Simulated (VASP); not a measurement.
Wanted: the native input for a VASP 6.6.1 run.

```yaml
Task: single point
Functional: PBEsol
Potentials_or_basis: VASP PAW PBE potentials, release 64 (Hf_pv, N)
Cutoff: 520 eV
k_mesh: 18 × 18 × 10
Occupations: gaussian, width 0.15 eV
Spin: no spin polarisation
Dipole_correction: no
Further_INCAR_settings: ALGO = Normal; EDIFF = 1e-06; NBANDS = 23
```

The structure of HfN lies in POSCAR:

```
HfN
1.0
    3.2215385255      0.0000000000      0.0000000000
   -1.6107692628      2.7899342023      0.0000000000
    0.0000000000      0.0000000000      5.2292078537
Hf N
2 2
Direct
    0.6666666667      0.3333333333      0.7500000000
    0.3333333333      0.6666666667      0.2500000000
    0.0000000000      0.0000000000      0.0000000000
    0.0000000000      0.0000000000      0.5000000000
```

This cell differs from its parent crystal: strain +0.030 along x and y, -0.030 along z.

These files were run (other wordings do the same):

INCAR

```
PREC     = Accurate       # precision mode
ENCUT    = 520            # plane-wave cutoff, eV
EDIFF    = 1E-6           # SCF threshold, eV
ISMEAR   = 0              # smearing method
SIGMA    = 0.15           # smearing width, eV
LREAL    = F              # projectors in reciprocal space
LASPH    = T              # aspherical terms in the spheres
NELM     = 60             # most SCF steps
ALGO     = Normal         # electronic algorithm
ISIF     = 2              # what is computed and relaxed
LWAVE    = F              # write WAVECAR
LCHARG   = F              # write CHGCAR
GGA      = PS             # functional
NBANDS   = 23             # bands
```

KPOINTS

```
regular mesh
0
Gamma
  18 18 10
```

Potentials or basis: VASP PAW PBE potentials, release 64 (Hf_pv, N).

Launch:

```sh
$ cat potpaw_PBE.64/Hf_pv/POTCAR potpaw_PBE.64/N/POTCAR > POTCAR
$ mpirun -np 1 vasp_std > vasp.out
```

Results of the run:

| Quantity | Value |
| --- | --- |
| Pressure | -9.3 GPa |
| Band gap on the k mesh | zero (bands 15 and 16 overlap by 2.38 eV) |

Caveat: the cell differs from its parent crystal (strain +0.030 along x and y, -0.030 along z); the cell stands under tension; the PAW data sets were made with another functional, which shifts forces and pressure a little; spin-orbit coupling is left out, which moves the levels of the heavy elements.

It took 110 s on 1 thread of AMD EPYC 9R45 96-Core Processor (Zen 5), on a shared host, peak memory 0.29 GiB.
